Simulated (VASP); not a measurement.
# Zr12H (a cell with a defect) in VASP: further runs, part 2 of 2

VASP 6.6.1. Earlier steps stand in the parts before.

## Step 3: Single point, PBE

Input file INCAR:

```
PREC = Accurate
ENCUT = 520
EDIFF = 1E-6
ISMEAR = -1
SIGMA = 0.1
LREAL = F
LASPH = T
NELM = 60
ALGO = Normal
ISIF = 2
LWAVE = F
LCHARG = T
GGA = PE
LELF = T
LVHAR = T
NBANDS = 84
```

Input file KPOINTS:

```
regular mesh
0
Gamma
  3 2 3
```

Input file POSCAR:

```
Zr12H
1.0
    6.4600000000      0.0000000000      0.0000000000
   -4.8450000000      8.3917860000      0.0000000000
    0.0000000000      0.0000000000      5.1453900000
Zr H
12 1
Direct
   -0.0097932914     -0.0309111791      0.0119913165
    0.1731895528      0.2576686298      0.5344395663
   -0.0002115105      0.3387479137      0.0257317715
    0.1610150015      0.5651717048      0.5005257133
    0.0291675236      0.6745763059      0.0525907657
    0.2232047153      0.9501553066      0.5087466645
    0.5211378781     -0.0073166785      0.0294827020
    0.6784189999      0.2527114014      0.5109428051
    0.5270323678      0.3170957887     -0.0599954522
    0.6630098954      0.5948078276      0.5311356379
    0.4603979637      0.6312839722     -0.0646598217
    0.6576767616      0.9010715955      0.5179782291
    0.8605179119      0.8098752757      0.3068766410
```

Potentials or basis: VASP PAW PBE potentials, release 64 (Zr_sv, H).

Started as:

```console
> cat potpaw_PBE.64/Zr_sv/POTCAR potpaw_PBE.64/H/POTCAR > POTCAR
> mpirun -np 1 vasp_std > vasp.out
```

OUTCAR:

```text
PREC = Accurate
   ENCUT = 520
   EDIFF = 1E-6
   ISMEAR = -1
   LREAL = F
   LASPH = T
   NELM = 60
   ISIF = 2
   GGA = PE

 ion  position               nearest neighbor table
   1  0.990  0.969  0.012-  13 2.02   5 2.99   6 3.02   6 3.05   7 3.15  12 3.18  12 3.23   7 3.32
                            11 3.37   9 3.44   2 3.46   3 3.55   2 3.62
   2  0.173  0.258  0.534-   9 2.93   3 3.02   4 3.02   3 3.10   6 3.16   8 3.17  10 3.22   8 3.29
                            12 3.40   1 3.46   1 3.62   9 3.69  11 3.75
   3  1.000  0.339  0.026-  11 2.94   9 2.99   2 3.02   8 3.08   4 3.10   2 3.10   5 3.17   8 3.21
                             7 3.23   4 3.30   9 3.54   1 3.55
   4  0.161  0.565  0.501-  11 2.81   5 2.84   2 3.02   8 3.07   3 3.10  10 3.11  12 3.23   5 3.29
                             3 3.30  11 3.37  10 3.37   6 3.55
   5  0.029  0.675  0.053-   4 2.84   1 2.99  11 3.08   7 3.13   3 3.17  10 3.23   4 3.29   6 3.30
                            10 3.40   9 3.41  11 3.54   6 3.63
   6  0.223  0.950  0.509-  13 2.29   8 2.94   1 3.02   7 3.03   1 3.05  12 3.07   2 3.16   7 3.20
                             5 3.30  12 3.44  10 3.54   4 3.55   5 3.63   9 3.80
   7  0.521  0.993  0.029-  12 2.94   6 3.03  12 3.05   5 3.13   1 3.15   9 3.16   6 3.20   3 3.23
                             8 3.31   1 3.32  11 3.36   8 3.46
   8  0.678  0.253  0.511-   9 2.61   6 2.94   4 3.07   3 3.08   2 3.17   3 3.21   9 3.25   2 3.29
                             7 3.31  12 3.34  10 3.37   7 3.46
   9  0.527  0.317  0.940-   8 2.61   2 2.93   3 2.99   7 3.16  10 3.17   8 3.25  11 3.28   5 3.41
                             1 3.44   3 3.54   2 3.69   6 3.80  10 3.86
  10  0.663  0.595  0.531-  13 2.15  11 2.57  12 2.99   4 3.11   9 3.17   2 3.22   5 3.23   8 3.37
                             4 3.37   5 3.40  11 3.42   6 3.54   9 3.86
  11  0.460  0.631  0.935-  10 2.57   4 2.81   3 2.94   5 3.08  12 3.12   9 3.28   7 3.36   4 3.37
                             1 3.37  10 3.42   5 3.54   2 3.75  12 3.76
  12  0.658  0.901  0.518-  13 2.20   7 2.94  10 2.99   7 3.05   6 3.07  11 3.12   1 3.18   1 3.23
                             4 3.23   8 3.34   2 3.40   6 3.44  11 3.76
  13  0.861  0.810  0.307-   1 2.02  10 2.15  12 2.20   6 2.29

  LATTYP: Found a simple monoclinic cell.
 ALAT       =     6.4600000000
 B/A-ratio  =     0.7965000000
 C/A-ratio  =     1.3228756308
 COS(beta)  =    -0.1889822400

  Lattice vectors:

 A1 = (   6.4600000000,   0.0000000000,   0.0000000000)
 A2 = (   0.0000000000,   0.0000000000,   5.1453900000)
 A3 = (  -1.6150000000,  -8.3917860000,   0.0000000000)

Analysis of symmetry for initial positions (statically):
=====================================================================
 Subroutine PRICEL returns:
 Original cell was already a primitive cell.

 Routine SETGRP: Setting up the symmetry group for a
 simple monoclinic supercell.

 Subroutine GETGRP returns: Found  1 space group operations
 (whereof  1 operations were pure point group operations)
 out of a pool of  4 trial point group operations.

The static configuration has the point symmetry C_1 .

Analysis of symmetry for dynamics (positions and initial velocities):
=====================================================================
 Subroutine PRICEL returns:
 Original cell was already a primitive cell.

 Routine SETGRP: Setting up the symmetry group for a
 simple monoclinic supercell.

 Subroutine GETGRP returns: Found  1 space group operations
[... 116 lines left out ...]
   ions per type =              12   1
   NGX,Y,Z   is equivalent  to a cutoff of  12.35, 12.35, 12.92 a.u.
   NGXF,Y,Z  is equivalent  to a cutoff of  24.71, 24.71, 25.85 a.u.
 SYSTEM =  unknown system
   PREC   = accura    normal or accurate (medium, high low for compatibility)
   ISTART =      0    job   : 0-new  1-cont  2-samecut
   ICHARG =      2    charge: 1-file 2-atom 10-const
   ISPIN  =      1    spin polarized calculation?
   LNONCOLLINEAR =      F non collinear calculations
   LSORBIT =      F    spin-orbit coupling
   LASPH  =      T    aspherical Exc in radial PAW
   ENCUT  =  520.0 eV  38.22 Ry    6.18 a.u.  12.01 18.02  9.57*2*pi/ulx,y,z
   NELM   =     60;   NELMIN=  2; NELMDL= -5     # of ELM steps
   EDIFF  = 0.1E-05   stopping-criterion for ELM
   LREAL  =      F    real-space projection
   EDIFFG = 0.1E-04   stopping-criterion for IOM
   NSW    =      0    number of steps for IOM
   IBRION =     -1    ionic relax: 0-MD 1-quasi-New 2-CG
   NFREE  =      0    steps in history (QN), initial steepest desc. (CG)
   ISIF   =      2    stress and relaxation
   ISYM   =      2    0-nonsym 1-usesym 2-fastsym
   POTIM  = 0.5000    time-step for ionic-motion
   TEBEG  =    0.0;   TEEND  =   0.0 temperature during run
   PSTRESS=    0.0 pullay stress
   NELECT =     145.0000    total number of electrons
   NUPDOWN=      -1.0000    fix difference up-down
   EMIN   =  10.00;   EMAX   =-10.00  energy-range for DOS
   EFERMI =   0.00;   METHOD = LEGACY
   ISMEAR =    -1;   SIGMA  =   0.10  broadening in eV -4-tet -1-fermi 0-gaus
   EFERMI_NEDOS =   21; number of points for ismear=-14 and -15
   IALGO  =     38    algorithm
   IMIX   =      4    mixing-type and parameters
     AMIX     =   0.40;   BMIX     =  1.00
     AMIX_MAG =   1.60;   BMIX_MAG =  1.00
  volume/ion in A,a.u.               =      21.46       144.80
  Fermi-wavevector in a.u.,A,eV,Ry     =   1.316323  2.487490 23.574895  1.732706
  Thomas-Fermi vector in A             =   2.446443
   LORBIT       =      0    0 simple, 1 ext, 2 COOP (PROOUT), +10 PAW based schemes
   GGA     = PE    functional components
   LHFCALC =     F    Hartree Fock is set to
   AEXX    =    0.0000 exact exchange contribution
   IVDW    =     0    specifies the selected vdW correction
   LEPSILON=     F    determine dielectric tensor
   LRPA    =     F    only Hartree local field effects (RPA)
 non-spin polarized calculation
  energy-cutoff  :      520.00
  volume of cell :      278.94
 maximum number of plane-waves:      7545
   NGX = 25   NGY = 37   NGZ = 19

 number of electron     145.0000000 magnetization

 Free energy of the ion-electron system (eV)
  ---------------------------------------------------
  ext. energy  EPLUGINS =         0.00000000
  ---------------------------------------------------
  free energy    TOTEN  =      -104.10861582 eV

  energy without entropy =     -103.56044909  energy(sigma->0) =     -103.83453245

 E-fermi :   8.8540     XC(G=0): -11.0904

 val. band max:        8.8431591981   @ k =   0.3333   0.0000   0.3333
 cond. band min:       8.8720194371   @ k =   0.0000   0.0000   0.3333
 fundamental gap:      0.0288602390
 Fermi energy:         8.8539734004

 k-point     1 :       0.0000    0.0000    0.0000
  band No.  band energies     occupation
      1     -39.8387      2.00000
      2     -39.7619      2.00000
      3     -39.7452      2.00000
      4     -39.6990      2.00000
      5     -39.6558      2.00000
      6     -39.6292      2.00000
[... 859 lines left out ...]
     83       9.9287      0.00004
     84      10.1219      0.00001

------------------------ aborting loop because EDIFF is reached ----------------------------------------

  FORCE on cell =-STRESS in cart. coord.  units (eV):
  Direction    XX          YY          ZZ          XY          YZ          ZX
  --------------------------------------------------------------------------------------
  -------------------------------------------------------------------------------------
  Total        9.0370986     -1.1903144      7.6262840     -1.5900335     -0.0950628     -1.4872558
  in kB       51.9080106     -6.8370233     43.8044608     -9.1329617     -0.5460294     -8.5426192
  external PRESSURE =      29.6251494 kB  Pullay stress =       0.0000000 kB

 VOLUME and BASIS-vectors are now :
 -----------------------------------------------------------------------------
  energy-cutoff  :      520.00
  volume of cell :      278.94
      direct lattice vectors                 reciprocal lattice vectors
     6.460000000  0.000000000  0.000000000     0.154798762  0.089373108  0.000000000
    -4.845000000  8.391786000  0.000000000     0.000000000  0.119164145  0.000000000
     0.000000000  0.000000000  5.145390000     0.000000000  0.000000000  0.194348728

 POSITION                                       TOTAL-FORCE (eV/Angst)
 -----------------------------------------------------------------------------------
      1.70150      8.13239      0.06170        -0.389749      0.837446     -0.456823
     -0.12960      2.16230      2.74990        -0.059150     -0.358365     -0.402473
      4.81740      2.84270      0.13240         0.241173     -0.754355     -0.381674
     -1.69810      4.74280      2.57540        -0.783894      0.635888      0.009109
     -3.07990      5.66090      0.27060        -0.513735     -0.295649     -0.521488
     -3.16160      7.97350      2.61770        -0.559548     -0.980907      0.588197
     -1.44300      8.33039      0.15170         0.004956      0.195390     -0.620791
      3.15820      2.12070      2.62900         0.800535     -0.141191     -1.249342
      1.86830      2.66100      4.83669        -1.169666      0.161463      2.290645
      1.40120      4.99150      2.73290         1.649834     -0.183383     -1.609758
     -0.08440      5.29760      4.81269         0.414388      0.348933      2.356596
     -0.11710      7.56160      2.66520         0.050052      0.740782     -0.250722
      1.63510      6.79630      1.57900         0.314804     -0.206051      0.248524
 -----------------------------------------------------------------------------------
    total drift:                               -0.000265     -0.000062      0.000185

  FREE ENERGIE OF THE ION-ELECTRON SYSTEM (eV)
  ---------------------------------------------------
  free  energy   TOTEN  =      -104.1086158157 eV

  energy  without entropy=     -103.5604490910  energy(sigma->0) =     -103.83453245
```

Wall time 5.7 min (1 thread of Oxide Virtual Turin-like, shared host); peak memory 0.39 GiB.

What came out:

```yaml
Free_energy: -104.1086 eV
Pressure: 3.0 GPa
Largest_force: 2.577 eV/Å
Band_gap_on_the_k_mesh: zero (an odd number of electrons rules out a gap without spin polarisation)
```

Forces on the atoms (eV/Å):
```
Zr  -0.390  0.837 -0.457
Zr  -0.059 -0.358 -0.402
Zr   0.241 -0.754 -0.382
Zr  -0.784  0.636  0.009
Zr  -0.514 -0.296 -0.521
Zr  -0.560 -0.981  0.588
Zr   0.005  0.195 -0.621
Zr   0.801 -0.141 -1.249
Zr  -1.170  0.161  2.291
Zr   1.650 -0.183 -1.610
Zr   0.414  0.349  2.357
Zr   0.050  0.741 -0.251
H    0.315 -0.206  0.249
```

Caveat: the k points lie up to 0.41 Å⁻¹ apart, too coarse for converged energies and pressures of a metal.

The gap in the log of VASP goes by the Fermi energy; the results here count the filled bands.